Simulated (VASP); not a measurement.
Ir: single point with revPBE

Ir:

```xyz
2
Lattice="0.0000 2.9030 2.9030 2.9030 0.0000 2.9030 2.9030 2.9030 0.0000" Properties=species:S:1:pos:R:3 pbc="T T T"
Ir    0.7258    0.7258    0.7258
Ir    5.0803    5.0803    5.0803
```

This cell differs from its parent crystal: volume scaled by 1.12.

```json
{
 "Program": "VASP 6.6.1",
 "Task": "single point",
 "Functional": "revPBE",
 "Potentials or basis": "VASP PAW PBE potentials, release 64 (Ir)",
 "Cutoff": "520 eV",
 "k mesh": "11 × 11 × 11",
 "Occupations": "fermi-dirac, width 0.1 eV",
 "Spin": "no spin polarisation",
 "Dipole correction": "no",
 "Further INCAR settings": "ALGO = Normal; EDIFF = 1e-06; NBANDS = 16"
}
```

| Quantity | Value |
| --- | --- |
| Pressure | -14.9 GPa |
| Band gap on the k mesh | zero (band 9 reaches 4.60 eV, above the bottom of band 10 at 3.45 eV) |

Levels at points of the mesh, in eV from the Fermi level:
```
           k point  band 5  band 6  band 7  band 8  band 9  band 10  band 11  band 12  band 13  band 14
(0.00, 0.00, 0.00)   -3.99   -3.99   -1.46   -1.46   -1.46     0.55     0.55    10.39    10.41    11.57
```

It took 31 s on 1 thread of Intel(R) Xeon(R) Platinum 8259CL CPU @ 2.50GHz (Skylake/Cascade Lake) (shared host), peak memory 0.19 GiB.

Caveat: the PAW data sets were made with another functional, which shifts forces and pressure a little; spin-orbit coupling is left out, which moves the levels of the heavy elements.
